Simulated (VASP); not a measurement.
# Si2W (fluorite type) (Fm-3m) in VASP: further runs, part 2 of 2

VASP 6.6.1.

## (3) Single point, PBE

Contents of INCAR:

```
ALGO = Normal
EDIFF = 1E-6
ENCUT = 520
GGA = PE
ISIF = 2
ISMEAR = -1
LASPH = True
LCHARG = True
LELF = True
LREAL = False
LVHAR = True
LWAVE = False
NBANDS = 18
NELM = 100
PREC = Accurate
SIGMA = 0.05
```

Contents of KPOINTS:

```
k-points
0
Gamma
  10 10 10
```

Contents of POSCAR:

```
Si2W
1.0
    0.0000000000      2.6546993980      2.6546993980
    2.6546993980      0.0000000000      2.6546993980
    2.6546993980      2.6546993980      0.0000000000
W Si
1 2
Direct
    0.0000000000      0.0000000000      0.0000000000
    0.2500000000      0.2500000000      0.2500000000
    0.7500000000      0.7500000000      0.7500000000
```

Potentials or basis: VASP PAW PBE potentials, release 64 (W_sv, Si).

Run with:

```
$ cat potpaw_PBE.64/W_sv/POTCAR potpaw_PBE.64/Si/POTCAR > POTCAR
$ mpirun -np 1 vasp_std > vasp.out
```

OUTCAR:

```text
EDIFF = 1E-6
   ENCUT = 520
   GGA = PE
   ISIF = 2
   ISMEAR = -1
   LASPH = True
   LREAL = False
   NELM = 100
   PREC = Accurate

 ion  position               nearest neighbor table
   1  0.000  0.000  0.000-   3 2.30   3 2.30   3 2.30   2 2.30   3 2.30   2 2.30   2 2.30   2 2.30

   2  0.250  0.250  0.250-   1 2.30   1 2.30   1 2.30   1 2.30   3 2.65   3 2.65   3 2.65   3 2.65
                             3 2.65   3 2.65
   3  0.750  0.750  0.750-   1 2.30   1 2.30   1 2.30   1 2.30   2 2.65   2 2.65   2 2.65   2 2.65
                             2 2.65   2 2.65

  LATTYP: Found a face centered cubic cell.
 ALAT       =     5.3093987960

  Lattice vectors:

 A1 = (   0.0000000000,   2.6546993980,   2.6546993980)
 A2 = (   2.6546993980,   0.0000000000,   2.6546993980)
 A3 = (   2.6546993980,   2.6546993980,   0.0000000000)

Analysis of symmetry for initial positions (statically):
=====================================================================
 Subroutine PRICEL returns:
 Original cell was already a primitive cell.

 Routine SETGRP: Setting up the symmetry group for a
 face centered cubic supercell.

 Subroutine GETGRP returns: Found 48 space group operations
[... 9 lines left out ...]

 Routine SETGRP: Setting up the symmetry group for a
 face centered cubic supercell.

 Subroutine GETGRP returns: Found 48 space group operations
[... 11 lines left out ...]
                                     Primitive cell

  volume of cell :      37.4176

  direct lattice vectors                    reciprocal lattice vectors
     0.000000000  2.654699398  2.654699398    -0.188345242  0.188345242  0.188345242
     2.654699398  0.000000000  2.654699398     0.188345242 -0.188345242  0.188345242
     2.654699398  2.654699398  0.000000000     0.188345242  0.188345242 -0.188345242

  length of vectors
     3.754311893  3.754311893  3.754311893     0.326223528  0.326223528  0.326223528

  position of ions in fractional coordinates (direct lattice)
     0.000000000  0.000000000  0.000000000
     0.250000000  0.250000000  0.250000000
     0.750000000  0.750000000  0.750000000

  ion indices of the primitive-cell ions
   primitive index   ion index
                 1           1
                 2           2
                 3           3

----------------------------------------------------------------------------------------

 KPOINTS: k-points

Automatic generation of k-mesh.
 Grid dimensions read from file:
 generate k-points for:   10   10   10

 Generating k-lattice:

  Cartesian coordinates                     Fractional coordinates (reciprocal lattice)
    -0.018834524  0.018834524  0.018834524     0.100000000  0.000000000  0.000000000
     0.018834524 -0.018834524  0.018834524     0.000000000  0.100000000  0.000000000
     0.018834524  0.018834524 -0.018834524     0.000000000  0.000000000  0.100000000

  Length of vectors
     0.032622353  0.032622353  0.032622353

  Shift w.r.t. Gamma in fractional coordinates (k-lattice)
     0.000000000  0.000000000  0.000000000

 Subroutine IBZKPT returns following result:
 ===========================================

 Found     47 irreducible k-points:

 Following reciprocal coordinates:
            Coordinates               Weight
  0.000000  0.000000  0.000000      1.000000
  0.100000  0.000000  0.000000      8.000000
  0.200000  0.000000  0.000000      8.000000
  0.300000  0.000000  0.000000      8.000000
  0.400000  0.000000  0.000000      8.000000
  0.500000  0.000000  0.000000      4.000000
[... 16 lines left out ...]
  0.300000  0.300000  0.000000      6.000000
  0.400000  0.300000  0.000000     24.000000
 [... further k-points ...]
   k-points           NKPTS =     47   k-points in BZ     NKDIM =     47   number of bands    NBANDS=     18
   number of dos      NEDOS =    301   number of ions     NIONS =      3
   total plane-waves  NPLWV =  21952
   dimension x,y,z NGX =    28 NGY =   28 NGZ =   28
   dimension x,y,z NGXF=    56 NGYF=   56 NGZF=   56
   ions per type =               1   2
   NGX,Y,Z   is equivalent  to a cutoff of  12.40, 12.40, 12.40 a.u.
   NGXF,Y,Z  is equivalent  to a cutoff of  24.80, 24.80, 24.80 a.u.
 SYSTEM =  unknown system
   PREC   = accura    normal or accurate (medium, high low for compatibility)
   ISTART =      0    job   : 0-new  1-cont  2-samecut
   ICHARG =      2    charge: 1-file 2-atom 10-const
   ISPIN  =      1    spin polarized calculation?
   LNONCOLLINEAR =      F non collinear calculations
   LSORBIT =      F    spin-orbit coupling
   LASPH  =      T    aspherical Exc in radial PAW
   ENCUT  =  520.0 eV  38.22 Ry    6.18 a.u.   6.98  6.98  6.98*2*pi/ulx,y,z
   NELM   =    100;   NELMIN=  2; NELMDL= -5     # of ELM steps
   EDIFF  = 0.1E-05   stopping-criterion for ELM
   LREAL  =      F    real-space projection
   EDIFFG = 0.1E-04   stopping-criterion for IOM
   NSW    =      0    number of steps for IOM
   IBRION =     -1    ionic relax: 0-MD 1-quasi-New 2-CG
   NFREE  =      0    steps in history (QN), initial steepest desc. (CG)
   ISIF   =      2    stress and relaxation
   ISYM   =      2    0-nonsym 1-usesym 2-fastsym
   POTIM  = 0.5000    time-step for ionic-motion
   TEBEG  =    0.0;   TEEND  =   0.0 temperature during run
   PSTRESS=    0.0 pullay stress
   NELECT =      22.0000    total number of electrons
   NUPDOWN=      -1.0000    fix difference up-down
   EMIN   =  10.00;   EMAX   =-10.00  energy-range for DOS
   EFERMI =   0.00;   METHOD = LEGACY
   ISMEAR =    -1;   SIGMA  =   0.05  broadening in eV -4-tet -1-fermi 0-gaus
   EFERMI_NEDOS =   21; number of points for ismear=-14 and -15
   IALGO  =     38    algorithm
   IMIX   =      4    mixing-type and parameters
     AMIX     =   0.40;   BMIX     =  1.00
     AMIX_MAG =   1.60;   BMIX_MAG =  1.00
  volume/ion in A,a.u.               =      12.47        84.17
  Fermi-wavevector in a.u.,A,eV,Ry     =   1.371483  2.591727 25.592085  1.880965
  Thomas-Fermi vector in A             =   2.497176
   LORBIT       =      0    0 simple, 1 ext, 2 COOP (PROOUT), +10 PAW based schemes
   GGA     = PE    functional components
   LHFCALC =     F    Hartree Fock is set to
   AEXX    =    0.0000 exact exchange contribution
   IVDW    =     0    specifies the selected vdW correction
   LEPSILON=     F    determine dielectric tensor
   LRPA    =     F    only Hartree local field effects (RPA)
 non-spin polarized calculation
  energy-cutoff  :      520.00
  volume of cell :       37.42
 maximum number of plane-waves:      1025
   NGX = 13   NGY = 13   NGZ = 13

 number of electron      21.9999999 magnetization

 Free energy of the ion-electron system (eV)
  ---------------------------------------------------
  ext. energy  EPLUGINS =         0.00000000
  ---------------------------------------------------
  free energy    TOTEN  =       -19.57787375 eV

  energy without entropy =      -19.56471889  energy(sigma->0) =      -19.57129632

 E-fermi :  12.7674     XC(G=0): -12.6489

 val. band max:       12.7404446790   @ k =  -0.4000   0.4000   0.1000
 cond. band min:      12.7715537111   @ k =   0.4000   0.4000   0.0000
 fundamental gap:      0.0311090320
 Fermi energy:        12.7674359552

 k-point     1 :       0.0000    0.0000    0.0000
  band No.  band energies     occupation
      1     -59.9452      2.00000
      2     -24.6163      2.00000
      3     -24.6163      2.00000
      4     -24.6163      2.00000
      5      -1.5811      2.00000
      6       6.5903      2.00000
[... 10 lines left out ...]
     17      18.9255      0.00000
     18      22.5959      0.00000

 k-point     2 :       0.1000    0.0000    0.0000
  band No.  band energies     occupation
      1     -59.9449      2.00000
      2     -24.6281      2.00000
      3     -24.6180      2.00000
      4     -24.6180      2.00000
      5      -1.3890      2.00000
      6       6.2311      2.00000
[... 10 lines left out ...]
     17      18.4268      0.00000
     18      22.7365      0.00000

 k-point     3 :       0.2000    0.0000    0.0000
  band No.  band energies     occupation
      1     -59.9441      2.00000
      2     -24.6588      2.00000
      3     -24.6225      2.00000
      4     -24.6225      2.00000
      5      -0.8366      2.00000
      6       5.4611      2.00000
[... 412 lines left out ...]
 k-point    23 :       0.3000    0.3000    0.0000
  band No.  band energies     occupation
      1     -59.9426      2.00000
      2     -24.6958      2.00000
      3     -24.6453      2.00000
      4     -24.6453      2.00000
      5       0.6221      2.00000
      6       4.5693      2.00000
[... 10 lines left out ...]
     17      19.4552      0.00000
     18      21.3518      0.00000

 k-point    24 :       0.4000    0.3000    0.0000
  band No.  band energies     occupation
      1     -59.9419      2.00000
      2     -24.7125      2.00000
      3     -24.6543      2.00000
      4     -24.6504      2.00000
      5       1.4370      2.00000
      6       4.2348      2.00000
[... 10 lines left out ...]
     17      20.9954      0.00000
     18      21.4338      0.00000

 [... further k-points ...]
[... 5 lines left out ...]
  --------------------------------------------------------------------------------------
  -------------------------------------------------------------------------------------
  Total       18.9151888     18.9151888     18.9151888      0.0000000      0.0000000      0.0000000
  in kB      809.9257637    809.9257637    809.9257637      0.0000000      0.0000000      0.0000000
  external PRESSURE =     809.9257637 kB  Pullay stress =       0.0000000 kB

 VOLUME and BASIS-vectors are now :
 -----------------------------------------------------------------------------
  energy-cutoff  :      520.00
  volume of cell :       37.42
      direct lattice vectors                 reciprocal lattice vectors
     0.000000000  2.654699398  2.654699398    -0.188345242  0.188345242  0.188345242
     2.654699398  0.000000000  2.654699398     0.188345242 -0.188345242  0.188345242
     2.654699398  2.654699398  0.000000000     0.188345242  0.188345242 -0.188345242

 POSITION                                       TOTAL-FORCE (eV/Angst)
 -----------------------------------------------------------------------------------
      0.00000      0.00000      0.00000        -0.000000      0.000000      0.000000
      1.32735      1.32735      1.32735         0.000000      0.000000      0.000000
      3.98205      3.98205      3.98205        -0.000000     -0.000000     -0.000000
 -----------------------------------------------------------------------------------
    total drift:                               -0.000000     -0.000000      0.000000

  FREE ENERGIE OF THE ION-ELECTRON SYSTEM (eV)
  ---------------------------------------------------
  free  energy   TOTEN  =       -19.5778737471 eV

  energy  without entropy=      -19.5647188932  energy(sigma->0) =      -19.57129632
```

OSZICAR:

```text
N       E                     dE             d eps       ncg     rms          rms(c)
DAV:   1     0.145178079499E+03    0.14518E+03   -0.10948E+04  1692   0.125E+03
DAV:   2    -0.154063809489E+02   -0.16058E+03   -0.15667E+03  1992   0.333E+02
DAV:   3    -0.199117862344E+02   -0.45054E+01   -0.44534E+01  2088   0.514E+01
DAV:   4    -0.199490301573E+02   -0.37244E-01   -0.37200E-01  2122   0.497E+00
DAV:   5    -0.199494544466E+02   -0.42429E-03   -0.42427E-03  2042   0.545E-01    0.366E+01
DAV:   6    -0.196936579247E+02    0.25580E+00   -0.24372E-01  2024   0.401E+00    0.193E+01
DAV:   7    -0.195796764022E+02    0.11398E+00   -0.61681E-02  1916   0.184E+00    0.277E+00
DAV:   8    -0.195775744690E+02    0.21019E-02   -0.39061E-03  2194   0.477E-01    0.234E-01
DAV:   9    -0.195778265408E+02   -0.25207E-03   -0.26735E-04  1794   0.114E-01    0.765E-02
DAV:  10    -0.195778718695E+02   -0.45329E-04   -0.43816E-05  1906   0.439E-02    0.210E-02
DAV:  11    -0.195778736059E+02   -0.17364E-05   -0.43674E-06  1926   0.124E-02    0.651E-03
DAV:  12    -0.195778737471E+02   -0.14123E-06   -0.40497E-08  1152   0.139E-03
   1 F= -.19577874E+02 E0= -.19571296E+02  d E =-.131549E-01
```

Wall time 19 s (1 thread of AMD EPYC 9R45 (Zen 5), shared host); peak memory 0.14 GiB.

Results:

```
Free energy            : -19.5779 eV
Pressure               : 81.0 GPa
Band gap on the k mesh : zero (band 11 reaches 14.67 eV, above the bottom of band 12 at 11.21 eV)
```

Levels at points of the mesh, in eV from the Fermi level:
| k point | band 7 | band 8 | band 9 | band 10 | band 11 | band 12 | band 13 | band 14 | band 15 | band 16 |
| --- | --- | --- | --- | --- | --- | --- | --- | --- | --- | --- |
| (0.00, 0.00, 0.00) | -6.18 | -6.18 | -2.02 | -2.02 | -0.64 | 3.71 | 3.71 | 3.71 | 6.16 | 6.16 |
| (0.50, 0.00, 0.00) | -5.45 | -5.45 | -2.13 | -0.76 | -0.76 | -0.30 | -0.30 | 1.15 | 9.16 | 9.16 |
| (0.50, 0.50, 0.00) | -8.71 | -3.61 | -3.61 | -1.82 | -1.56 | -1.56 | 0.36 | 6.37 | 7.76 | 8.65 |

Caveat: spin-orbit coupling is left out, which moves the levels of the heavy elements.

## (4) Relaxation of cell and atoms, PBE, target pressure 80 GPa, at which the enthalpy is minimised

This run uses another cell than the first one, of 10.94 Å³/atom, 0.876 times its volume.

Contents of INCAR:

```
SYSTEM = Si2W
PREC = Accurate ; ENCUT = 600
EDIFF = 1E-7 ; ISMEAR = -1
SIGMA = 0.05 ; LREAL = .FALSE.
LASPH = .TRUE. ; NELM = 80
ALGO = Normal ; ISIF = 3
LWAVE = .FALSE. ; LCHARG = .FALSE.
GGA = PE ; IBRION = 2
NSW = 60 ; EDIFFG = -0.005
PSTRESS = 800.0
```

Contents of KPOINTS:

```
Automatic mesh
0
G
  10 10 10
  0 0 0
```

Contents of POSCAR:

```
Si2W
1.0
    0.0000000000      2.5409279218      2.5409279218
    2.5409279218      0.0000000000      2.5409279218
    2.5409279218      2.5409279218      0.0000000000
W Si
1 2
Direct
    0.0000000000      0.0000000000      0.0000000000
    0.2500000000      0.2500000000      0.2500000000
    0.7500000000      0.7500000000      0.7500000000
```

Run with:

```
$ cat potpaw_PBE.64/W_sv/POTCAR potpaw_PBE.64/Si/POTCAR > POTCAR
$ mpirun -np 1 vasp_std > vasp.out
```

Run time: 82 s. Hardware: 1 thread of AMD EPYC 9R45 (Zen 5), shared host; peak memory 0.17 GiB.

The run converged. Its results:

```yaml
Free_energy: -19.6228 eV
Relaxed_volume: 12.50 Å³/atom
Relaxed_cell: a = 3.757 Å, b = 3.757 Å, c = 3.757 Å, α = 60.00°, β = 60.00°, γ = 60.00°
Space_group_after_relaxing_to_0.05_Å: Fm-3m (No. 225)
Energy_change_on_relaxing_the_enthalpy_is_what_falls: -1090.4 meV/atom
Ionic_steps: 5
Pressure_after_relaxing: 80.0 GPa
Band_gap_on_the_k_mesh: zero (band 11 reaches 14.61 eV, above the bottom of band 12 at 11.18 eV)
```

The path:
```csv
step,energy change (eV),largest force (eV/Å),pressure (GPa),volume (Å³)
1,0.0000,0.0000,149.78,32.81
2,-5.2750,0.0000,-16.82,61.02
3,-3.8253,0.0000,67.49,38.71
4,-3.3345,0.0000,78.59,37.64
5,-3.2711,0.0000,80.00,37.51
```

Final structure:
```
W Si
1.0
     0.00000    2.65684    2.65684
     2.65684    0.00000    2.65684
     2.65684    2.65684    0.00000
W Si
1 2
Direct
  0.00000 0.00000 0.00000
  0.25000 0.25000 0.25000
  0.75000 0.75000 0.75000
```

Levels at points of the mesh, in eV from the Fermi level:
| k point | band 9 | band 10 | band 11 | band 12 | band 13 | band 14 |
| --- | --- | --- | --- | --- | --- | --- |
| (0.00, 0.00, 0.00) | -2.01 | -2.01 | -0.66 | 3.72 | 3.72 | 3.72 |
| (0.50, 0.00, 0.00) | -2.12 | -0.75 | -0.75 | -0.30 | -0.30 | 1.15 |
| (0.50, 0.50, 0.00) | -3.60 | -1.81 | -1.55 | -1.55 | 0.36 | 7.74 |

Caveat: the cell is relaxed towards a set pressure, so the enthalpy falls and the energy may rise; spin-orbit coupling is left out, which moves the levels of the heavy elements.

## (5) Relaxation of cell and atoms, PBE, target pressure 80 GPa, at which the enthalpy is minimised

Contents of INCAR:

```
SYSTEM = Si2W
  PREC = Accurate
  ENCUT = 600
  EDIFF = 1E-6
  ISMEAR = -1
  SIGMA = 0.05
  LREAL = .FALSE.
  LASPH = .TRUE.
  NELM = 60
  ALGO = Normal
  ISIF = 3
  LWAVE = .FALSE.
  LCHARG = .FALSE.
  GGA = PE
  IBRION = 2
  NSW = 32
  EDIFFG = -0.005
  PSTRESS = 800.0
```

Contents of KPOINTS:

```
regular mesh
0
G
  10 10 10
  0 0 0
```

Contents of POSCAR:

```
Si2W
1.0
    0.0000000000      2.6560311018      2.6560311018
    2.6560311018      0.0000000000      2.6560311018
    2.6560311018      2.6560311018      0.0000000000
W Si
1 2
Direct
    0.0000000000      0.0000000000      0.0000000000
    0.2500000000      0.2500000000      0.2500000000
    0.7500000000      0.7500000000      0.7500000000
```

Run with:

```
$ cat potpaw_PBE.64/W_sv/POTCAR potpaw_PBE.64/Si/POTCAR > POTCAR
$ mpirun -np 1 vasp_std > vasp.out
```

It took 40 s on 1 thread of AMD EPYC 9R45 (Zen 5), shared host; peak memory 0.17 GiB.

It converged, with:

```
Free energy                                            : -19.6245 eV
Relaxed volume                                         : 12.50 Å³/atom
Relaxed cell                                           : a = 3.757 Å, b = 3.757 Å, c = 3.757 Å, α = 60.00°, β = 60.00°, γ = 60.00°
Space group after relaxing (to 0.05 Å)                 : Fm-3m (No. 225)
Energy change on relaxing (the enthalpy is what falls) : -5.9 meV/atom
Ionic steps                                            : 3
Pressure after relaxing                                : 80.0 GPa
Band gap on the k mesh                                 : zero (band 11 reaches 14.61 eV, above the bottom of band 12 at 11.18 eV)
```

The path:
```
step  energy change (eV)  largest force (eV/Å)  pressure (GPa)  volume (Å³)
   1              0.0000                0.0000           80.40        37.47
   2             -0.0846                0.0000           78.53        37.64
   3             -0.0177                0.0000           80.00        37.51
```

Final structure:
```
W Si
1.0
     0.00000    2.65687    2.65687
     2.65687    0.00000    2.65687
     2.65687    2.65687    0.00000
W Si
1 2
Direct
  0.00000 0.00000 0.00000
  0.25000 0.25000 0.25000
  0.75000 0.75000 0.75000
```

Levels at points of the mesh, in eV from the Fermi level:
```tsv
k point	band 7	band 8	band 9	band 10	band 11	band 12	band 13	band 14	band 15
(0.00, 0.00, 0.00)	-6.16	-6.16	-2.01	-2.01	-0.66	3.72	3.72	3.72	6.14
(0.50, 0.00, 0.00)	-5.43	-5.43	-2.12	-0.75	-0.75	-0.30	-0.30	1.15	9.14
(0.50, 0.50, 0.00)	-8.69	-3.60	-3.60	-1.81	-1.55	-1.55	0.36	6.38	7.74
```

Caveat: the cell is relaxed towards a set pressure, so the enthalpy falls and the energy may rise; spin-orbit coupling is left out, which moves the levels of the heavy elements.

## (6) Summary

| task | cell | cutoff (eV) | gap on the mesh (eV) | pressure (GPa) |
| --- | --- | --- | --- | --- |
| single point | a = 3.756 Å, angles 60.0°, 3 atoms | 520 | none | 80.4 |
| single point | a = 3.754 Å, angles 60.0°, 3 atoms | 520 | none | 81.0 |
| relaxation of cell and atoms | relaxed to 80 GPa from a = 3.593 Å, angles 60.0°, 3 atoms | 600 | none | 80.0 |
| relaxation of cell and atoms | relaxed to 80 GPa from a = 3.756 Å, angles 60.0°, 3 atoms | 600 | none | 80.0 |

Alike in all rows: level PBE; potentials or basis VASP PAW PBE potentials, release 64 (W_sv, Si); no spin polarisation; k mesh 10 × 10 × 10; smearing fermi-dirac 0.05 eV.

Caveats: spin-orbit coupling is left out, which moves the levels of the heavy elements; the cell is relaxed towards a set pressure, so the enthalpy falls and the energy may rise (some runs).

Absolute energies hang on the potentials; compare differences alone.
